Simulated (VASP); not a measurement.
The system is Be4Ga2C.

```
Be Ga C
1.0
     3.02800   -4.10672    0.00000
     3.02800    4.10672    0.00000
    -0.29308    0.00000    3.05783
Be Ga C
4 2 1
Cartesian
  1.3281 0.0000 1.4196
  3.0280 2.1620 0.0000
  4.4348 0.0000 1.6382
  3.0280 -2.1620 0.0000
  1.3675 2.0534 1.5289
  1.3675 -2.0534 1.5289
  0.0000 0.0000 0.0000
```

| Quantity | Value |
| --- | --- |
| Program | VASP 6.6.1 |
| Task | relaxation of cell and atoms |
| Functional | PBE |
| Potentials or basis | VASP PAW PBE potentials, release 64 (Be, Ga_d, C) |
| Cutoff | 600 eV |
| k mesh | 4 × 4 × 6 |
| Occupations | gaussian, width 0.1 eV |
| Spin | no spin polarisation |

At the start: pressure 21.5 GPa; volume 10.86 Å³/atom.

Problem. How do energy, volume and symmetry change on relaxing?

Solution. Over 35 steps the energy falls by 891.0 meV/atom and the volume is 14.31 Å³/atom (+31.7 %); space group C2/m (No. 12, to 0.05 Å).

The path:
```tsv
step	energy change (eV)	largest force (eV/Å)	pressure (GPa)	volume (Å³)
1	0.0000	1.8964	21.45	76.05
2	-1.7301	2.2889	-1.13	93.15
3	-1.8752	2.3719	-6.37	100.93
4	-3.2442	2.1301	-6.82	102.62
5	-2.1234	7.3859	7.04	107.37
6	-4.1087	1.5610	-5.90	103.99
7	-4.3061	1.0268	-3.22	105.31
8	-4.3347	0.8538	-4.27	104.91
9	-4.7883	1.5008	3.85	96.94
10	-4.7896	1.5791	4.25	96.66
11	-5.2022	1.5113	4.38	96.05
12	-5.4446	1.3607	8.17	92.21
13	-5.5915	1.5108	6.30	93.80
14	-5.9314	1.3995	0.59	99.59
15	-5.9578	1.4893	-1.71	103.22
16	-5.9630	1.4617	-1.10	102.15
17	-6.1441	0.3402	-0.15	103.24
18	-6.1485	0.2903	0.09	103.43
19	-6.1757	0.1579	-0.09	103.56
20	-6.1790	0.2862	-0.16	103.63
21	-6.1890	0.2208	-0.40	103.43
22	-6.2094	0.1702	-0.73	102.81
23	-6.2102	0.5064	-1.10	101.45
24	-6.2169	0.2854	-0.98	102.22
25	-6.2236	0.1846	-0.50	101.59
26	-6.2286	0.0822	0.19	100.65
27	-6.2288	0.0739	0.38	100.43
28	-6.2301	0.0665	0.25	100.54
29	-6.2322	0.0872	-0.01	100.88
30	-6.2323	0.1066	-0.11	101.00
31	-6.2337	0.0547	-0.23	100.99
32	-6.2348	0.0520	-0.41	100.98
33	-6.2359	0.0278	-0.15	100.63
34	-6.2363	0.0348	0.11	100.24
35	-6.2372	0.0315	0.07	100.17
```

Final structure:
```
Be Ga C
1.0
     3.10204   -5.75383    0.11987
     3.10204    5.75383    0.11987
    -0.14498    0.00000    2.80059
Be Ga C
4 2 1
Direct
  0.16321 0.16321 0.50477
  0.14738 0.85262 0.00000
  0.83679 0.83679 0.49523
  0.85262 0.14738 0.00000
  0.00000 0.50000 0.50000
  0.50000 0.00000 0.50000
  0.00000 0.00000 0.00000
```

Caveat: the volume moved by over 15 % at a fixed basis, so the end points are rough.
